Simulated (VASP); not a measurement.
A run of VASP 6.6.1 is set up as follows.

File INCAR:

```
ALGO = Fast
EDIFF = 1E-6
ENCUT = 520
GGA = PS
ISIF = 2
ISMEAR = 0
LASPH = T
LCHARG = F
LREAL = F
LWAVE = F
NBANDS = 18
NELM = 80
PREC = Accurate
SIGMA = 0.1
```

KPOINTS

```
k-points
0
Gamma
  18 18 8
```

File POSCAR:

```
Al3Cu
1.0
    2.7866322178      0.0000000000      0.0000000000
    0.0000000000      2.7866322178      0.0000000000
    0.0000000000      0.0000000000      7.5269275400
Al Cu
3 1
Direct
    0.0000000000      0.0000000000      0.5000000000
    0.5000000000      0.5000000000      0.2206884218
    0.5000000000      0.5000000000      0.7793115782
    0.0000000000      0.0000000000      0.0000000000
```

Potentials or basis: VASP PAW PBE potentials, release 64 (Al, Cu).

The run is started by

```sh
$ cat potpaw_PBE.64/Al/POTCAR potpaw_PBE.64/Cu/POTCAR > POTCAR
$ mpirun -np 1 vasp_std > vasp.out
```

Problem. What does it give for the largest force?

Solution. 0.065 eV/Å.

Problem. Estimate the band gap on the k mesh.

Solution. Zero (bands 10 and 11 overlap by 6.36 eV).

Problem. Estimate the pressure.

Solution. 1.0 GPa.

Forces on the atoms (eV/Å):
```
Al   0.000  0.000  0.000
Al   0.000  0.000  0.065
Al   0.000  0.000 -0.065
Cu   0.000  0.000  0.000
```

Caveat: the cell differs from its parent crystal (uniaxial strain along c: -1.0 %); the PAW data sets were made with another functional, which shifts forces and pressure a little.
